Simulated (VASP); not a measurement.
# Al2GaP3 (P6_3mc) in VASP: a series of runs

Runs on Al2GaP3. Level: PBE. Tasks: single point, relaxation of cell and atoms.

Everything below comes from runs of VASP 6.6.1. Logs are shortened: lines on timing, memory, paths and dates and some standing lists are left out, and cuts for length are marked.

### 1 The cell of the first run

Symmetry: P6_3mc, No. 186, hexagonal system. The conventional cell has a = 3.721 Å, b = 3.721 Å, c = 18.325 Å, α = 90.00°, β = 90.00°, γ = 120.00°. Within 3.0 Å of Al (site symmetry 3m) lie 4 P at 2.28 to 2.29 Å. Within 3.0 Å of Al (site symmetry 3m) lie 4 P at 2.28 to 2.29 Å. Ga (site symmetry 3m) has 4 P at 2.28 to 2.29 Å within 3.0 Å. P (site symmetry 3m) has 4 Al at 2.28 to 2.29 Å within 3.0 Å. Within 3.0 Å of P (site symmetry 3m) lie 3 Al at 2.28 Å and 1 Ga at 2.29 Å. Within 3.0 Å of P (site symmetry 3m) lie 3 Ga at 2.28 Å and 1 Al at 2.29 Å.

### 2 Single point, PBE

Contents of INCAR:

```
SYSTEM = Al2GaP3
ALGO = Normal ; EDIFF = 1E-6
ENCUT = 520 ; GGA = PE
ISIF = 2 ; ISMEAR = 0
LASPH = .True. ; LCHARG = .False.
LREAL = .False. ; LWAVE = .False.
NBANDS = 46 ; NELM = 100
PREC = Accurate ; SIGMA = 0.1
```

Contents of KPOINTS:

```
k-points
0
Gamma
  6 6 1
  0 0 0
```

Contents of POSCAR:

```
Al2GaP3
1.0
    3.7214046500      0.0000000000      0.0000000000
   -1.8607023300      3.2228309700      0.0000000000
    0.0000000000      0.0000000000     18.3247166700
Al Ga P
4 2 6
Direct
    0.3333333300      0.6666666700      0.0000230000
    0.3333333300      0.6666666700      0.6666896700
    0.6666666700      0.3333333300      0.1666896700
    0.6666666700      0.3333333300      0.5000230000
    0.3333333300      0.6666666700      0.3333563300
    0.6666666700      0.3333333300      0.8333563300
    0.3333333300      0.6666666700      0.1249770000
    0.3333333300      0.6666666700      0.4583103400
    0.3333333300      0.6666666700      0.7916436700
    0.6666666700      0.3333333300      0.2916436700
    0.6666666700      0.3333333300      0.6249770000
    0.6666666700      0.3333333300      0.9583103400
```

Potentials or basis: VASP PAW PBE potentials, release 64 (Al, Ga_d, P).

Command:

```
$ cat potpaw_PBE.64/Al/POTCAR potpaw_PBE.64/Ga_d/POTCAR potpaw_PBE.64/P/POTCAR > POTCAR
$ mpirun -np 1 vasp_std > vasp.out
```

OUTCAR:

```text
SYSTEM = Al2GaP3
   EDIFF = 1E-6
   ENCUT = 520
   GGA = PE
   ISIF = 2
   ISMEAR = 0
   LASPH = .True.
   LREAL = .False.
   NELM = 100
   PREC = Accurate

 ion  position               nearest neighbor table
   1  0.333  0.667  0.000-  12 2.28  12 2.28  12 2.28   7 2.29
   2  0.333  0.667  0.667-  11 2.28  11 2.28  11 2.28   9 2.29
   3  0.667  0.333  0.167-   7 2.28   7 2.28   7 2.28  10 2.29
   4  0.667  0.333  0.500-   8 2.28   8 2.28   8 2.28  11 2.29
   5  0.333  0.667  0.333-  10 2.28  10 2.28  10 2.28   8 2.29
   6  0.667  0.333  0.833-   9 2.28   9 2.28   9 2.28  12 2.29
   7  0.333  0.667  0.125-   3 2.28   3 2.28   3 2.28   1 2.29
   8  0.333  0.667  0.458-   4 2.28   4 2.28   4 2.28   5 2.29
   9  0.333  0.667  0.792-   6 2.28   6 2.28   6 2.28   2 2.29
  10  0.667  0.333  0.292-   5 2.28   5 2.28   5 2.28   3 2.29
  11  0.667  0.333  0.625-   2 2.28   2 2.28   2 2.28   4 2.29
  12  0.667  0.333  0.958-   1 2.28   1 2.28   1 2.28   6 2.29

  LATTYP: Found a hexagonal cell.
 ALAT       =     3.7214046500
 C/A-ratio  =     4.9241397788

  Lattice vectors:

 A1 = (   3.7214046500,   0.0000000000,   0.0000000000)
 A2 = (  -1.8607023300,   3.2228309700,   0.0000000000)
 A3 = (   0.0000000000,   0.0000000000,  18.3247166700)

Analysis of symmetry for initial positions (statically):
=====================================================================
 Subroutine PRICEL returns:
 Original cell was already a primitive cell.

 Routine SETGRP: Setting up the symmetry group for a
 hexagonal supercell.

 Subroutine GETGRP returns: Found 12 space group operations
 (whereof  6 operations were pure point group operations)
 out of a pool of 24 trial point group operations.

The static configuration has the point symmetry C_3v.
 The point group associated with its full space group is C_6v.

Analysis of symmetry for dynamics (positions and initial velocities):
=====================================================================
 Subroutine PRICEL returns:
 Original cell was already a primitive cell.

 Routine SETGRP: Setting up the symmetry group for a
 hexagonal supercell.

 Subroutine GETGRP returns: Found 12 space group operations
 (whereof  6 operations were pure point group operations)
 out of a pool of 24 trial point group operations.

The dynamic configuration has the point symmetry C_3v.
 The point group associated with its full space group is C_6v.

 Subroutine INISYM returns: Found 12 space group operations
 (whereof  6 operations are pure point group operations),
 and found     1 'primitive' translations

----------------------------------------------------------------------------------------

                                     Primitive cell

  volume of cell :     219.7767

  direct lattice vectors                    reciprocal lattice vectors
     3.721404650  0.000000000  0.000000000     0.268715739  0.155143104  0.000000000
    -1.860702330  3.222830970  0.000000000     0.000000000  0.310286208  0.000000000
     0.000000000  0.000000000 18.324716670     0.000000000  0.000000000  0.054571103

  length of vectors
     3.721404650  3.721404657 18.324716670     0.310286208  0.310286208  0.054571103

  position of ions in fractional coordinates (direct lattice)
     0.333333330  0.666666670  0.000023000
     0.333333330  0.666666670  0.666689670
     0.666666670  0.333333330  0.166689670
     0.666666670  0.333333330  0.500023000
     0.333333330  0.666666670  0.333356330
     0.666666670  0.333333330  0.833356330
     0.333333330  0.666666670  0.124977000
     0.333333330  0.666666670  0.458310340
     0.333333330  0.666666670  0.791643670
     0.666666670  0.333333330  0.291643670
     0.666666670  0.333333330  0.624977000
     0.666666670  0.333333330  0.958310340

  ion indices of the primitive-cell ions
   primitive index   ion index
                 1           1
                 2           2
                 3           3
                 4           4
                 5           5
                 6           6
                 7           7
                 8           8
                 9           9
                10          10
                11          11
                12          12

----------------------------------------------------------------------------------------

 KPOINTS: k-points

Automatic generation of k-mesh.
 Grid dimensions read from file:
 generate k-points for:    6    6    1

 Generating k-lattice:

  Cartesian coordinates                     Fractional coordinates (reciprocal lattice)
     0.044785956  0.025857184  0.000000000     0.166666667 -0.000000000  0.000000000
     0.000000000  0.051714368  0.000000000     0.000000000  0.166666667  0.000000000
     0.000000000  0.000000000  0.054571103     0.000000000  0.000000000  1.000000000

  Length of vectors
     0.051714368  0.051714368  0.054571103

  Shift w.r.t. Gamma in fractional coordinates (k-lattice)
     0.000000000  0.000000000  0.000000000

 Subroutine IBZKPT returns following result:
 ===========================================

 Found      7 irreducible k-points:

 Following reciprocal coordinates:
            Coordinates               Weight
  0.000000  0.000000  0.000000      1.000000
  0.166667 -0.000000  0.000000      6.000000
  0.333333 -0.000000  0.000000      6.000000
  0.500000  0.000000  0.000000      3.000000
  0.166667  0.166667  0.000000      6.000000
  0.333333  0.166667  0.000000     12.000000
  0.333333  0.333333  0.000000      2.000000
   k-points           NKPTS =      7   k-points in BZ     NKDIM =      7   number of bands    NBANDS=     46
   number of dos      NEDOS =    301   number of ions     NIONS =     12
   total plane-waves  NPLWV = 109760
   dimension x,y,z NGX =    28 NGY =   28 NGZ =  140
   dimension x,y,z NGXF=    56 NGYF=   56 NGZF=  280
   ions per type =               4   2   6
   NGX,Y,Z   is equivalent  to a cutoff of  12.51, 12.51, 12.70 a.u.
   NGXF,Y,Z  is equivalent  to a cutoff of  25.02, 25.02, 25.40 a.u.
 SYSTEM =  Al2GaP3
   PREC   = accura    normal or accurate (medium, high low for compatibility)
   ISTART =      0    job   : 0-new  1-cont  2-samecut
   ICHARG =      2    charge: 1-file 2-atom 10-const
   ISPIN  =      1    spin polarized calculation?
   LNONCOLLINEAR =      F non collinear calculations
   LSORBIT =      F    spin-orbit coupling
   LASPH  =      T    aspherical Exc in radial PAW
   ENCUT  =  520.0 eV  38.22 Ry    6.18 a.u.   6.92  6.92 34.07*2*pi/ulx,y,z
   NELM   =    100;   NELMIN=  2; NELMDL= -5     # of ELM steps
   EDIFF  = 0.1E-05   stopping-criterion for ELM
   LREAL  =      F    real-space projection
   EDIFFG = 0.1E-04   stopping-criterion for IOM
   NSW    =      0    number of steps for IOM
   IBRION =     -1    ionic relax: 0-MD 1-quasi-New 2-CG
   NFREE  =      0    steps in history (QN), initial steepest desc. (CG)
   ISIF   =      2    stress and relaxation
   ISYM   =      2    0-nonsym 1-usesym 2-fastsym
   POTIM  = 0.5000    time-step for ionic-motion
   TEBEG  =    0.0;   TEEND  =   0.0 temperature during run
   PSTRESS=    0.0 pullay stress
   NELECT =      68.0000    total number of electrons
   NUPDOWN=      -1.0000    fix difference up-down
   EMIN   =  10.00;   EMAX   =-10.00  energy-range for DOS
   EFERMI =   0.00;   METHOD = LEGACY
   ISMEAR =     0;   SIGMA  =   0.10  broadening in eV -4-tet -1-fermi 0-gaus
   EFERMI_NEDOS =   21; number of points for ismear=-14 and -15
   IALGO  =     38    algorithm
   IMIX   =      4    mixing-type and parameters
     AMIX     =   0.40;   BMIX     =  1.00
     AMIX_MAG =   1.60;   BMIX_MAG =  1.00
  volume/ion in A,a.u.               =      18.31       123.59
  Fermi-wavevector in a.u.,A,eV,Ry     =   1.107262  2.092423 16.681153  1.226030
  Thomas-Fermi vector in A             =   2.243774
   LORBIT       =      0    0 simple, 1 ext, 2 COOP (PROOUT), +10 PAW based schemes
   GGA     = PE    functional components
   LHFCALC =     F    Hartree Fock is set to
   AEXX    =    0.0000 exact exchange contribution
   IVDW    =     0    specifies the selected vdW correction
   LEPSILON=     F    determine dielectric tensor
   LRPA    =     F    only Hartree local field effects (RPA)
 non-spin polarized calculation
 Gauss-broadening in eV      SIGMA  =   0.10
  energy-cutoff  :      520.00
  volume of cell :      219.78
 maximum number of plane-waves:      5936
 NGX is ok and might be reduce to    28
   NGX = 13   NGY = 13   NGZ = 69

 number of electron      68.0000010 magnetization

 Free energy of the ion-electron system (eV)
  ---------------------------------------------------
  ext. energy  EPLUGINS =         0.00000000
  ---------------------------------------------------
  free energy    TOTEN  =       -58.43208066 eV

  energy without entropy =      -58.43208066  energy(sigma->0) =      -58.43208066

 E-fermi :   6.2560     XC(G=0):  -9.8401

 val. band max:        5.7841224332   @ k =   0.0000   0.0000   0.0000
 cond. band min:       7.2206475622   @ k =   0.5000   0.0000   0.0000
 fundamental gap:      1.4365251290
 Fermi energy:         6.2559605268

 k-point     1 :       0.0000    0.0000    0.0000
  band No.  band energies     occupation
      1      -8.8404      2.00000
      2      -8.8402      2.00000
      3      -8.7602      2.00000
      4      -8.7602      2.00000
      5      -8.7602      2.00000
      6      -8.7602      2.00000
[... 38 lines left out ...]
     45      10.1815      0.00000
     46      10.1821      0.00000

 k-point     2 :       0.1667   -0.0000    0.0000
  band No.  band energies     occupation
      1      -8.8425      2.00000
      2      -8.8423      2.00000
      3      -8.7677      2.00000
      4      -8.7674      2.00000
      5      -8.7472      2.00000
      6      -8.7471      2.00000
[... 237 lines left out ...]
 k-point     7 :       0.3333    0.3333    0.0000
  band No.  band energies     occupation
      1      -8.8686      2.00000
      2      -8.8686      2.00000
      3      -8.7552      2.00000
      4      -8.7552      2.00000
      5      -8.7240      2.00000
      6      -8.7240      2.00000
[... 38 lines left out ...]
     45      12.1103      0.00000
     46      12.1410      0.00000

------------------------ aborting loop because EDIFF is reached ----------------------------------------

  FORCE on cell =-STRESS in cart. coord.  units (eV):
  Direction    XX          YY          ZZ          XY          YZ          ZX
  --------------------------------------------------------------------------------------
  -------------------------------------------------------------------------------------
  Total       18.9101128     18.9101128     19.4327102     -0.0000000      0.0000000      0.0000000
  in kB      137.8551542    137.8551547    141.6649011     -0.0000002      0.0000000      0.0000000
  external PRESSURE =     139.1250700 kB  Pullay stress =       0.0000000 kB

 VOLUME and BASIS-vectors are now :
 -----------------------------------------------------------------------------
  energy-cutoff  :      520.00
  volume of cell :      219.78
      direct lattice vectors                 reciprocal lattice vectors
     3.721404650  0.000000000  0.000000000     0.268715739  0.155143104  0.000000000
    -1.860702330  3.222830970  0.000000000     0.000000000  0.310286208  0.000000000
     0.000000000  0.000000000 18.324716670     0.000000000  0.000000000  0.054571103

 POSITION                                       TOTAL-FORCE (eV/Angst)
 -----------------------------------------------------------------------------------
     -0.00000      2.14855      0.00042         0.000000     -0.000000      0.005080
     -0.00000      2.14855     12.21690         0.000000      0.000000     -0.006559
      1.86070      1.07428      3.05454        -0.000000      0.000000     -0.006559
      1.86070      1.07428      9.16278        -0.000000      0.000000      0.005080
     -0.00000      2.14855      6.10866        -0.000000      0.000000      0.088548
      1.86070      1.07428     15.27102         0.000000      0.000000      0.088548
     -0.00000      2.14855      2.29017         0.000000      0.000000     -0.017249
     -0.00000      2.14855      8.39841        -0.000000      0.000000     -0.011409
     -0.00000      2.14855     14.50665         0.000000      0.000000     -0.058411
      1.86070      1.07428      5.34429        -0.000000     -0.000000     -0.058411
      1.86070      1.07428     11.45253         0.000000     -0.000000     -0.017249
      1.86070      1.07428     17.56077         0.000000     -0.000000     -0.011409
 -----------------------------------------------------------------------------------
    total drift:                                0.000001     -0.000002      0.001052

  FREE ENERGIE OF THE ION-ELECTRON SYSTEM (eV)
  ---------------------------------------------------
  free  energy   TOTEN  =       -58.4320806620 eV

  energy  without entropy=      -58.4320806620  energy(sigma->0) =      -58.43208066
```

It took 55 s on 1 thread of AMD EPYC 9R45 (Zen 5), shared host; peak memory 0.3 GiB.

Results:

* Free energy: -58.4321 eV
* Pressure: 13.9 GPa
* Largest force: 0.089 eV/Å
* Band gap on the k mesh: 1.44 eV (least direct gap 2.24 eV)

Forces in eV/Å, atoms in the order of the input:
```
Al   0.000  0.000  0.005
Al   0.000  0.000 -0.007
Al   0.000  0.000 -0.007
Al   0.000  0.000  0.005
Ga   0.000  0.000  0.089
Ga   0.000  0.000  0.089
P    0.000  0.000 -0.017
P    0.000  0.000 -0.011
P    0.000  0.000 -0.058
P    0.000  0.000 -0.058
P    0.000  0.000 -0.017
P    0.000  0.000 -0.011
```

Stress tensor (GPa, compression positive):
```
13.79  0.00  0.00
 0.00 13.79  0.00
 0.00  0.00 14.17
```

Caveat: the cell stands under pressure; an odd mesh through Γ misses points on the zone boundary, where band edges can lie.

### 3 Single point, PBE

This run uses another cell than the first one, of 20.87 Å³/atom.

Contents of INCAR:

```
PREC = Accurate ; ENCUT = 520
EDIFF = 1E-6 ; ISMEAR = 0
SIGMA = 0.1 ; LREAL = F
LASPH = T ; NELM = 80
ALGO = Normal ; ISIF = 2
LWAVE = F ; LCHARG = F
GGA = PE ; NBANDS = 46
```

Contents of KPOINTS:

```
Automatic mesh
0
Gamma
  6 6 1
```

Contents of POSCAR:

```
Al2GaP3
1.0
    3.8835203819      0.0000000030      0.0000000000
   -1.9417601936      3.3632273053      0.0000000000
    0.0000000000      0.0000000000     19.1718144473
Al Ga P
4 2 6
Direct
    0.3333333333      0.6666666667      0.0000583144
    0.3333333333      0.6666666667      0.6665174297
    0.6666666667      0.3333333333      0.1665174297
    0.6666666667      0.3333333333      0.5000583144
    0.3333333333      0.6666666667      0.3337331475
    0.6666666667      0.3333333333      0.8337331475
    0.3333333333      0.6666666667      0.1248379195
    0.3333333333      0.6666666667      0.4585737554
    0.3333333333      0.6666666667      0.7912794436
    0.6666666667      0.3333333333      0.2912794436
    0.6666666667      0.3333333333      0.6248379195
    0.6666666667      0.3333333333      0.9585737554
```

Potentials or basis: VASP PAW PBE potentials, release 64 (Al, Ga_d, P).

Command:

```
$ cat potpaw_PBE.64/Al/POTCAR potpaw_PBE.64/Ga_d/POTCAR potpaw_PBE.64/P/POTCAR > POTCAR
$ mpirun -np 1 vasp_std > vasp.out
```

It took 64 s on 1 thread of AMD EPYC 9R45 (Zen 5), shared host; peak memory 0.34 GiB.

Results (log left out):

- Free energy: -59.6279 eV
- Pressure: 0.0 GPa
- Largest force: 0.010 eV/Å
- Band gap on the k mesh: 1.51 eV (least direct gap 1.86 eV)

Forces on the atoms (eV/Å):
```
Al   0.000  0.000 -0.007
Al   0.000  0.000 -0.005
Al   0.000  0.000 -0.005
Al   0.000  0.000 -0.007
Ga   0.000  0.000 -0.009
Ga   0.000  0.000 -0.009
P    0.000  0.000  0.004
P    0.000  0.000  0.010
P    0.000  0.000  0.007
P    0.000  0.000  0.007
P    0.000  0.000  0.004
P    0.000  0.000  0.010
```

Stress tensor (GPa, compression positive):
```
 0.08  0.00  0.00
 0.00  0.08  0.00
 0.00  0.00 -0.05
```

Levels at points of the mesh, in eV from the valence-band top:
```
           k point  band 32  band 33  band 34  band 35  band 36  band 37
(0.00, 0.00, 0.00)    -0.18     0.00     0.00     1.86     1.87     2.55
(0.50, 0.00, 0.00)    -1.46    -1.37    -0.97     1.51     1.89     2.05
```

Caveat: an odd mesh through Γ misses points on the zone boundary, where band edges can lie.

[end of part 1 of 2]
